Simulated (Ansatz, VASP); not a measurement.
# Two plane-wave programs on Bi

```xyz
4
Lattice="4.5062 0.0000 0.0000 -2.2531 3.9025 0.0000 0.0000 0.0000 9.5017" Properties=species:S:1:pos:R:3 pbc="T T T"
Bi    0.0000    0.0000    7.6889
Bi    0.0000    0.0000    1.8128
Bi    0.0000    2.6017    6.0361
Bi    2.2531    1.3008    3.4656
```

Alike in both runs: functional PBE; k mesh 12 × 12 × 6; occupations gaussian, width 0.1 eV; no spin polarisation.

Ansatz relaxed the structure, and its values are those at the end. VASP's run is a single point on that final structure, the one shown.

|  | VASP | Ansatz |
| --- | --- | --- |
| version | VASP 6.6.1 | Ansatz 0.2.0 |
| potentials or method | VASP PAW PBE potentials, release 64 (Bi_d), cutoff 520 eV | scalar-relativistic, plane waves, PAW |
| valence electrons in the cell | 60 | 60 |

```csv
,VASP,Ansatz,Ansatz less VASP
gap on the k mesh at the Fermi level (eV),none,none,-
pressure (GPa),-0.1,0.0,+0.05
rms of the force components (eV/Å),0.004,0.003,-0.0008
```

A gap of «none» marks a metal or a gap that the smearing closes. With one functional, cell and mesh, what is left measures potentials, basis and numerics.

Spin-orbit coupling is off throughout.
